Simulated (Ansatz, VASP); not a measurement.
This is a calculation of Co for Ansatz 0.2.0.

The input input.yaml:

```yaml
crystal:
  lattice:
    - [0.0, 1.7207970253, 1.7207970253]
    - [1.7207970253, 0.0, 1.7207970253]
    - [1.7207970253, 1.7207970253, 0.0]
  atoms:
    - { symbol: Co, position: [0.0, 0.0, 0.0], spin: 2.0 }
kpoints:
  mp_grid: { grid: [13, 13, 13] }
scf:
  occupations: { method: fermi_dirac, width: 0.05 }
hamiltonian:
  xc: pbe
  pseudopotentials: { kind: all_electron, lapw: { basis_error: 0.0005 } }
magnetization:
  spin_polarized: true
output:
  forces: true
  stress: true
  eigenvalues: true
```

Potentials or basis: all-electron LAPW, scalar-relativistic.

The run is started by

```sh
$ ansatz run input.yaml --threads 2 --pin off --max-ram 5120MiB --backend cpu --events-out ev --progress --plain --runs-dir out
```

Question: Translate it to VASP 6.6.1. Potentials there: VASP PAW PBE potentials, release 64 (Co).

Answer: As run (the cutoff follows the program's own potentials):

Contents of INCAR:

```
PREC = Accurate
ENCUT = 520
EDIFF = 1E-6
ISMEAR = -1
SIGMA = 0.05
LREAL = False
LASPH = True
NELM = 150
ALGO = Normal
ISIF = 2
LWAVE = False
LCHARG = False
ISPIN = 2
MAGMOM = 2
LORBIT = 11
LMAXMIX = 4
GGA = PE
NBANDS = 14
```

File KPOINTS:

```
regular mesh
0
Gamma
  13 13 13
```

File POSCAR:

```
Co
1.0
    0.0000000000      1.7207970253      1.7207970253
    1.7207970253      0.0000000000      1.7207970253
    1.7207970253      1.7207970253      0.0000000000
Co
1
Direct
    0.0000000000      0.0000000000      0.0000000000
```

Potentials or basis: VASP PAW PBE potentials, release 64 (Co).

Run with:

```console
$ cat potpaw_PBE.64/Co/POTCAR > POTCAR
$ mpirun -np 1 vasp_std > vasp.out
```

Both were run:

|  | VASP | Ansatz | Ansatz less VASP |
| --- | --- | --- | --- |
| gap on the k mesh at the Fermi level (eV) | none | none | - |
| pressure (GPa) | 16.2 | 17.1 | +0.95 |
| net moment per atom (μB) | 1.61 | 1.62 | +0.005 |
| size of the moment on the site where the two differ most (μB) | 1.62 | 1.66 | +0.045 |

Site moments also hang on the region over which each program counts them. A gap of «none» marks a metal or a gap that the smearing closes. Ansatz ran all-electron here, and VASP with PAW potentials.
